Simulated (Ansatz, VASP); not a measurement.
**One calculation of BiTe, two programs**

```xyz
2
Lattice="-0.0647 3.2350 3.2350 3.2350 -0.0647 3.2350 3.1703 3.1703 0.0000" Properties=species:S:1:pos:R:3 pbc="T T T"
Bi    0.0000    0.0000    0.0000
Te    3.1703    3.1703    3.2350
```

Change from the starting cell: xy shear strain of -4 %, crystal datasets.

Alike in both runs: task electric field gradients; functional PBE; k mesh 10 × 10 × 10; occupations fermi-dirac, width 0.08 eV; no spin polarisation.

|  | VASP | Ansatz |
| --- | --- | --- |
| version | VASP 6.6.1 | Ansatz 0.2.0 |
| potentials or method | VASP PAW PBE potentials, release 64 (Bi_d, Te), cutoff 520 eV | all-electron PAW with datasets made for the crystal, scalar-relativistic |

|  | VASP | Ansatz | Ansatz less VASP |
| --- | --- | --- | --- |
| pressure (GPa) | 0.7 | 0.8 | +0.06 |
| size of Vzz on the site where it differs most (V/Å²) | 38.7 | 40.3 | +1.58 |

Ansatz ran all-electron here, and VASP with PAW potentials.

Spin-orbit coupling is off throughout.
